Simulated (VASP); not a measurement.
Set up this calculation in VASP 6.6.1, as the native input.

```yaml
Task: relaxation of cell and atoms
Functional: PBEsol
Potentials_or_basis: VASP PAW PBE potentials, release 64 (Ir_sv_GW)
Cutoff: 560 eV
k_mesh: 6 × 6 × 4
Occupations: gaussian, width 0.1 eV
Spin: no spin polarisation
Dipole_correction: no
Further_INCAR_settings: ALGO = Normal; EDIFF = 1e-07; IBRION = 2; EDIFFG = -0.04; NSW = 90; ISIF = 3
```

The structure of Ir lies in POSCAR:

```
Ir
1.0
    3.5455382034      0.0000000000      0.0000000000
   -1.7727691017      3.0705261543      0.0000000000
    0.0000000000      0.0000000000      4.0225317782
Ir
3
Direct
    0.2254000000      0.0000000000      0.3333333333
    0.0000000000      0.2254000000      0.6666666667
    0.7746000000      0.7746000000      0.0000000000
```

These files were run (other wordings do the same):

INCAR

```
PREC = Accurate
ENCUT = 560
EDIFF = 1E-7
ISMEAR = 0
SIGMA = 0.1
LREAL = False
LASPH = True
NELM = 120
ALGO = Normal
ISIF = 3
LWAVE = False
LCHARG = False
GGA = PS
IBRION = 2
NSW = 90
EDIFFG = -0.04
GGA_COMPAT = False
NELMIN = 4
```

KPOINTS

```
regular mesh
0
Gamma
  6 6 4
```

Potentials or basis: VASP PAW PBE potentials, release 64 (Ir_sv_GW).

Run with:

```sh
$ cat potpaw_PBE.64/Ir_sv_GW/POTCAR > POTCAR
$ mpirun -np 1 vasp_std > vasp.out
```

Results of the run:

```yaml
Relaxed_volume: 16.53 Å³/atom
Relaxed_cell: a = 3.643 Å, b = 3.643 Å, c = 4.314 Å, α = 90.00°, β = 90.00°, γ = 120.00°
Space_group_after_relaxing_to_0.1_Å: P3_121 (No. 152)
Pressure_after_relaxing: 0.0 GPa
Largest_force_after_relaxing: 0.010 eV/Å
Band_gap_on_the_k_mesh: zero (an odd number of electrons rules out a gap without spin polarisation)
```

Caveat: the k points lie up to 0.36 Å⁻¹ apart in the final cell, too coarse for converged energies and pressures of a metal; the PAW data sets were made with another functional, which shifts forces and pressure a little; spin-orbit coupling is left out, which moves the levels of the heavy elements.

Wall time 8.7 min on 1 thread of Intel(R) Xeon(R) Platinum 8488C (Sapphire Rapids), on a shared host, peak memory 0.19 GiB.
